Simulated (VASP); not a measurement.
# CdTe: single point with PBEsol

CdTe:

```
CELL_PARAMETERS angstrom
0.00000 2.97788 2.97788
2.97788 0.00000 2.97788
2.97788 2.97788 0.00000
ATOMIC_POSITIONS crystal
Cd 0.50000 0.50000 0.50000
Te 0.00000 0.00000 0.00000
```

This cell differs from its parent crystal: volume scaled by 0.980.

- Program: VASP 6.6.1
- Task: single point
- Functional: PBEsol
- Potentials or basis: VASP PAW PBE potentials, release 64 (Cd, Te)
- Cutoff: 520 eV
- k mesh: 8 × 8 × 8
- Occupations: gaussian, width 0.05 eV
- Spin: no spin polarisation

```yaml
Pressure: 1.5 GPa
Band_gap_on_the_k_mesh: zero (band 9 reaches 4.66 eV, above the bottom of band 10 at 3.19 eV)
```

Levels at points of the mesh, in eV from the Fermi level:
```tsv
k point	band 6	band 7	band 8	band 9	band 10	band 11	band 12	band 13
(0.00, 0.00, 0.00)	-8.32	-0.50	-0.50	-0.50	0.66	7.14	7.14	7.14
(0.50, 0.00, 0.00)	-8.22	-5.55	0.04	0.04	2.64	3.93	3.93	5.15
(0.50, 0.50, 0.00)	-7.38	-4.56	-2.31	-2.31	-1.34	4.09	9.62	9.62
```

Wall time 9.2 s on 1 thread of Intel(R) Xeon(R) 6975P-C (Granite Rapids) (shared host), peak memory 0.18 GiB.

Caveat: the PAW data sets were made with another functional, which shifts forces and pressure a little; spin-orbit coupling is left out, which moves the levels of the heavy elements.
